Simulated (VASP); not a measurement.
A run of VASP 6.6.1 is set up as follows.

Contents of INCAR:

```
PREC     = Accurate       # precision mode
ENCUT    = 520            # plane-wave cutoff, eV
EDIFF    = 1E-6           # SCF threshold, eV
ISMEAR   = 0              # smearing method
SIGMA    = 0.05           # smearing width, eV
LREAL    = F              # projectors in reciprocal space
LASPH    = T              # aspherical terms in the spheres
NELM     = 60             # most SCF steps
ALGO     = Normal         # electronic algorithm
ISIF     = 2              # what is computed and relaxed
LWAVE    = F              # write WAVECAR
LCHARG   = T              # write CHGCAR
GGA      = PS             # functional
LELF     = T              # ELF
LVHAR    = T            
NBANDS   = 21             # bands
```

The input KPOINTS:

```
regular mesh
0
Gamma
  14 14 14
```

The input POSCAR:

```
Ge
1.0
    0.0000000000      2.8335802168      2.8335802168
    2.8335802168      0.0000000000      2.8335802168
    2.8335802168      2.8335802168      0.0000000000
Ge
2
Direct
    0.5000000000      0.5000000000      0.5000000000
    0.7500000000      0.7500000000      0.7500000000
```

Potentials or basis: VASP PAW PBE potentials, release 64 (Ge_d).

Launch:

```console
$ cat potpaw_PBE.64/Ge_d/POTCAR > POTCAR
$ mpirun -np 1 vasp_std > vasp.out
```

Question: What does it give for the band gap on the k mesh?

Answer: Zero (filled and empty bands touch).

Question: Predict the pressure.

Answer: 0.2 GPa.

Caveat: the PAW data sets were made with another functional, which shifts forces and pressure a little.
